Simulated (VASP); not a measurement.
The system is RbP2.

```
Rb P
1.0
     3.51038    0.00000    0.00000
     0.00000    3.51038    0.00000
     0.00000    0.00000    5.89893
Rb P
1 2
Direct
  0.50000 0.50000 0.00000
  0.00000 0.50000 0.50000
  0.50000 0.00000 0.50000
```

The cell was built from a structure type or drawn by symmetry, and may not be a known phase.

```yaml
Program: VASP 6.6.1
Task: relaxation of cell and atoms
Functional: PBE
Potentials_or_basis: VASP PAW PBE potentials, release 64 (Rb_sv, P)
Cutoff: 600 eV
k_mesh: 6 × 6 × 4
Occupations: gaussian, width 0.1 eV
Spin: no spin polarisation
```

At the start: pressure -0.9 GPa; volume 24.23 Å³/atom.

Problem. Where does the relaxation end?

Solution. Over 3 steps the energy falls by 2.2 meV/atom and the volume is 23.56 Å³/atom (-2.7 %); space group P4/mmm (No. 123, to 0.1 Å) before and after.

The path:
```csv
step,energy change (eV),largest force (eV/Å),pressure (GPa),volume (Å³)
1,0.0000,0.0000,-0.91,72.69
2,-0.0059,0.0000,-0.25,71.25
3,-0.0065,0.0000,0.04,70.69
```

Final structure:
```xyz
3
Lattice="3.4711 0.0000 0.0000 0.0000 3.4711 0.0000 0.0000 0.0000 5.8674" Properties=species:S:1:pos:R:3 pbc="T T T"
Rb    1.7355    1.7355    0.0000
P     0.0000    1.7355    2.9337
P     1.7355    0.0000    2.9337
```
